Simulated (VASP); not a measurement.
# Hg (Fd-3m) in VASP: further runs, part 2 of 2

VASP 6.6.1. The steps go on from the part before.

**4. Relaxation of cell and atoms, LDA, target pressure 26 GPa, at which the enthalpy is minimised**

This run uses another cell than the first one, of 20.37 Å³/atom.

INCAR reads:

```
PREC = Accurate
ENCUT = 600
EDIFF = 1E-7
ISMEAR = -1
SIGMA = 0.05
LREAL = False
LASPH = True
NELM = 100
ALGO = Normal
ISIF = 3
LWAVE = False
LCHARG = False
GGA = CA
IBRION = 2
NSW = 60
EDIFFG = -0.005
PSTRESS = 260.0
```

KPOINTS reads:

```
Automatic mesh
0
Gamma
  12 12 12
```

POSCAR reads:

```
Hg
1.0
    0.0000000000      2.7310322074      2.7310322074
    2.7310322074      0.0000000000      2.7310322074
    2.7310322074      2.7310322074      0.0000000000
Hg
2
Direct
   -0.1250000000     -0.1250000000     -0.1250000000
    0.1250000000      0.1250000000      0.1250000000
```

Potentials or basis: VASP PAW LDA potentials, release 64 (Hg).

Started as:

```console
> cat potpaw_LDA.64/Hg/POTCAR > POTCAR
> mpirun -np 1 vasp_std > vasp.out
```

OUTCAR:

```text
PREC = Accurate
   ENCUT = 600
   EDIFF = 1E-7
   ISMEAR = -1
   LREAL = False
   LASPH = True
   NELM = 100
   ISIF = 3
   GGA = CA
   IBRION = 2
   NSW = 60
   EDIFFG = -0.005
   PSTRESS = 260.0

 ion  position               nearest neighbor table
   1  0.875  0.875  0.875-   2 2.37   2 2.37   2 2.37   2 2.37
   2  0.125  0.125  0.125-   1 2.37   1 2.37   1 2.37   1 2.37

  LATTYP: Found a face centered cubic cell.
 ALAT       =     5.4620644148

  Lattice vectors:

 A1 = (   0.0000000000,   2.7310322074,   2.7310322074)
 A2 = (   2.7310322074,   0.0000000000,   2.7310322074)
 A3 = (   2.7310322074,   2.7310322074,   0.0000000000)

Analysis of symmetry for initial positions (statically):
=====================================================================
 Subroutine PRICEL returns:
 Original cell was already a primitive cell.

 Routine SETGRP: Setting up the symmetry group for a
 face centered cubic supercell.
[... 208 lines left out ...]

 E-fermi :  -0.0694     XC(G=0):  -8.1273

 val. band max:       -0.0736841109   @ k =  -0.4167   0.3333   0.0000
 cond. band min:      -0.0625971238   @ k =  -0.2500   0.4167   0.1667
 fundamental gap:      0.0110869870
 Fermi energy:        -0.0693529593

 k-point     1 :       0.0000    0.0000    0.0000
  band No.  band energies     occupation
      1      -7.4834      2.00000
      2      -7.4834      2.00000
      3      -7.4834      2.00000
      4      -7.4179      2.00000
      5      -7.4179      2.00000
      6      -7.1710      2.00000
[... 560 lines left out ...]
--------------------------------------- Ionic step        5  -------------------------------------------

 number of electron      24.0000003 magnetization

 Free energy of the ion-electron system (eV)
  ---------------------------------------------------
  ext. energy  EPLUGINS =         0.00000000
  ---------------------------------------------------
  free energy    TOTEN  =        -0.33278070 eV

  energy without entropy =       -0.32282999  energy(sigma->0) =       -0.32780534

 E-fermi :   2.7399     XC(G=0): -10.7003

 val. band max:        2.7372402965   @ k =  -0.1667   0.2500   0.0833
 cond. band min:       2.7589538778   @ k =  -0.3333   0.2500   0.0000
 fundamental gap:      0.0217135813
 Fermi energy:         2.7399194784

 k-point     1 :       0.0000    0.0000    0.0000
  band No.  band energies     occupation
      1      -7.2544      2.00000
      2      -6.4303      2.00000
      3      -6.4303      2.00000
      4      -6.4303      2.00000
      5      -6.3763      2.00000
      6      -6.3763      2.00000
[... 480 lines left out ...]
  energy  without entropy=       -0.3228299908  energy(sigma->0) =       -0.32780534

  enthalpy is  TOTEN    =         7.5854477487 eV   P V=        7.9182284479

 reached required accuracy - stopping structural energy minimisation
```

OSZICAR:

```text
N       E                     dE             d eps       ncg     rms          rms(c)
DAV:   1     0.198995499823E+03    0.19900E+03   -0.14240E+04  2304   0.167E+03
[... 51 lines left out ...]
DAV:   2    -0.335584096420E+00    0.33315E-01   -0.90507E-02  2400   0.385E+00    0.496E-01
DAV:   3    -0.333098030081E+00    0.24861E-02   -0.76431E-03  2656   0.934E-01    0.411E-01
DAV:   4    -0.332787788180E+00    0.31024E-03   -0.52842E-04  2400   0.231E-01    0.451E-02
DAV:   5    -0.332779435722E+00    0.83525E-05   -0.42914E-05  2504   0.753E-02    0.564E-03
DAV:   6    -0.332780408470E+00   -0.97275E-06   -0.11815E-06  2528   0.867E-03    0.280E-03
DAV:   7    -0.332780696324E+00   -0.28785E-06   -0.17592E-07  1984   0.408E-03    0.132E-03
DAV:   8    -0.332780699152E+00   -0.28276E-08   -0.12033E-08  1192   0.894E-04
   5 F= 0.75854477E+01 E0= 0.75904231E+01  d E =-.932930E+00
```

CONTCAR:

```text
Hg
   1.00000000000000
     0.0000000000000000    2.9003144658043745    2.9003144658043745
     2.9003144658043745    0.0000000000000000    2.9003144658043745
     2.9003144658043745    2.9003144658043745    0.0000000000000000
  Hg
     2
Direct
     0.8750000000000000    0.8750000000000000    0.8750000000000000
     0.1250000000000000    0.1250000000000000    0.1250000000000000

  0.00000000E+00  0.00000000E+00  0.00000000E+00
  0.00000000E+00  0.00000000E+00  0.00000000E+00
```

Wall time 3.8 min (1 thread of Intel Xeon Platinum 8259CL at 2.50GHz (Skylake/Cascade Lake), shared host); peak memory 0.19 GiB.

Results:

| Property | Result |
| --- | --- |
| Free energy | -0.3328 eV |
| Relaxed volume | 24.40 Å³/atom |
| Relaxed cell | a = 4.102 Å, b = 4.102 Å, c = 4.102 Å, α = 60.00°, β = 60.00°, γ = 60.00° |
| Space group after relaxing (to 0.1 Å) | Fd-3m (No. 227) |
| Energy change on relaxing (the run minimises the enthalpy) | -1120.0 meV/atom |
| Ionic steps | 5 |
| Pressure after relaxing | 26.0 GPa |
| Band gap on the k mesh | zero (bands 12 and 13 overlap by 7.53 eV) |

Step by step:
```csv
step,energy change (eV),largest force (eV/Å),pressure (GPa),volume (Å³)
1,0.0000,0.0000,69.80,40.74
2,-3.1233,0.0000,-2.56,83.18
3,-2.5712,0.0000,19.18,51.16
4,-2.3262,0.0000,24.28,49.34
5,-2.2401,0.0000,26.02,48.79
```

Final structure:
```xyz
2
Lattice="0.0000 2.9003 2.9003 2.9003 0.0000 2.9003 2.9003 2.9003 0.0000" Properties=species:S:1:pos:R:3 pbc="T T T"
Hg    5.0755    5.0755    5.0755
Hg    0.7251    0.7251    0.7251
```

Caveat: the cell is relaxed towards a set pressure, so the run minimises the enthalpy, not the energy; the volume moved by over 15 % at a fixed basis, so the end points are rough; spin-orbit coupling is left out, which moves the levels of the heavy elements.

**5. Relaxation of cell and atoms, LDA, target pressure 26 GPa, at which the enthalpy is minimised**

INCAR reads:

```
SYSTEM = Hg
PREC = Accurate
ENCUT = 600
EDIFF = 1E-6
ISMEAR = -1
SIGMA = 0.05
LREAL = .False.
LASPH = .True.
NELM = 100
ALGO = Normal
ISIF = 3
LWAVE = .False.
LCHARG = .False.
IBRION = 2
NSW = 32
EDIFFG = -0.005
PSTRESS = 260.0
```

KPOINTS reads:

```
regular mesh
0
Gamma
  12 12 12
  0 0 0
```

POSCAR reads:

```
Hg
1.0
    0.0000000000      2.8859630421      2.8859630421
    2.8859630421      0.0000000000      2.8859630421
    2.8859630421      2.8859630421      0.0000000000
Hg
2
Direct
   -0.1250000000     -0.1250000000     -0.1250000000
    0.1250000000      0.1250000000      0.1250000000
```

Started as:

```console
> cat potpaw_LDA.64/Hg/POTCAR > POTCAR
> mpirun -np 1 vasp_std > vasp.out
```

Run time: 3.2 min. Hardware: 1 thread of Intel Xeon Platinum 8259CL at 2.50GHz (Skylake/Cascade Lake), shared host; peak memory 0.2 GiB.

Results (log left out):

* Free energy: -0.3422 eV
* Relaxed volume: 24.41 Å³/atom
* Relaxed cell: a = 4.103 Å, b = 4.103 Å, c = 4.103 Å, α = 60.00°, β = 60.00°, γ = 60.00°
* Space group after relaxing (to 0.1 Å): Fd-3m (No. 227)
* Energy change on relaxing (the run minimises the enthalpy): -64.3 meV/atom
* Ionic steps: 3
* Pressure after relaxing: 26.0 GPa
* Band gap on the k mesh: zero (bands 12 and 13 overlap by 7.52 eV)

Step by step:
```csv
step,energy change (eV),largest force (eV/Å),pressure (GPa),volume (Å³)
1,0.0000,0.0000,28.50,48.07
2,-0.4026,0.0000,20.33,50.73
3,-0.1286,0.0000,25.97,48.83
```

Final structure:
```
CELL_PARAMETERS angstrom
0.00000 2.90103 2.90103
2.90103 0.00000 2.90103
2.90103 2.90103 0.00000
ATOMIC_POSITIONS crystal
Hg 0.87500 0.87500 0.87500
Hg 0.12500 0.12500 0.12500
```

Levels at points of the mesh, in eV from the Fermi level:
```csv
k point,band 10,band 11,band 12,band 13,band 14,band 15
"(0.00, 0.00, 0.00)",-6.06,-6.06,6.74,7.36,7.36,7.36
"(0.50, 0.00, 0.00)",-6.15,-4.51,-4.14,4.25,4.25,6.65
"(0.50, 0.50, 0.00)",-5.97,-3.46,-3.46,0.94,0.94,5.59
```

Caveat: the cell is relaxed towards a set pressure, so the run minimises the enthalpy, not the energy; spin-orbit coupling is left out, which moves the levels of the heavy elements.

**6. Summary**

```csv
task,cell,cutoff (eV),gap on the mesh (eV),pressure (GPa)
single point,"a = 4.081 Å, angles 60.0°, 2 atoms",520,none,28.5
single point,"a = 4.082 Å, angles 60.0°, 2 atoms",520,none,28.5
relaxation of cell and atoms,"relaxed to 26 GPa from a = 3.862 Å, angles 60.0°, 2 atoms",600,none,26.0
relaxation of cell and atoms,"relaxed to 26 GPa from a = 4.081 Å, angles 60.0°, 2 atoms",600,none,26.0
```

Alike in all rows: level LDA; potentials or basis VASP PAW LDA potentials, release 64 (Hg); no spin polarisation; k mesh 12 × 12 × 12; smearing fermi-dirac 0.05 eV.

Caveats: spin-orbit coupling is left out, which moves the levels of the heavy elements; the cell stands under pressure (at least some runs); the cell is relaxed towards a set pressure, so the run minimises the enthalpy, not the energy (at least some runs); the volume moved by over 15 % at a fixed basis, so the end points are rough (at least some runs).

Absolute energies hang on the potentials; compare differences alone.

The gap in the log of VASP goes by the Fermi energy; the results here count the filled bands.